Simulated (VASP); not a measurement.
Runs of VASP 6.6.1 on Si. It takes space group P6_3/mmc (No. 194, hexagonal). The conventional cell has a = 3.832 Å, b = 3.832 Å, c = 6.341 Å, α = 90.00°, β = 90.00°, γ = 120.00°. Within 3.1 Å of Si (site symmetry 3m) lie 4 Si at 2.35 to 2.37 Å. 

```tsv
level	potentials or basis	k mesh	grid for exact exchange (PRECFOCK)	screening parameter	gap on the mesh (eV)	pressure (GPa)	largest force (eV/Å)
HSE06	VASP PAW PBE potentials, release 64 (Si)	6 × 6 × 2	Normal	0.2079 1/Å	0.99	-0.5	0.05
PBE	VASP PAW PBE potentials, release 64 (Si)	6 × 6 × 2	-	-	0.42	(b)	0.04
LDA	VASP PAW LDA potentials, release 64 (Si)	6 × 6 × 2	-	-	0.32	-2.1	0.05
r2SCAN	VASP PAW PBE potentials, release 64 (Si)	6 × 6 × 2	-	-	0.62	-0.1	0.04
r2SCAN	VASP PAW PBE potentials, release 64 (Si)	6 × 6 × 4	-	-	0.62	-0.2	(a)
```

Alike in all rows: task single point; no spin polarisation; cell as given; cutoff (eV) 520; smearing gaussian 0.01 eV.

Question: Estimate the missing entries.

Answer: (a) 0.01; (b) 1.3.

Caveats: some runs use coarse meshes; the PAW data sets were made with another functional, which shifts forces and pressure a little (some runs).

A k mesh can miss the band edges.
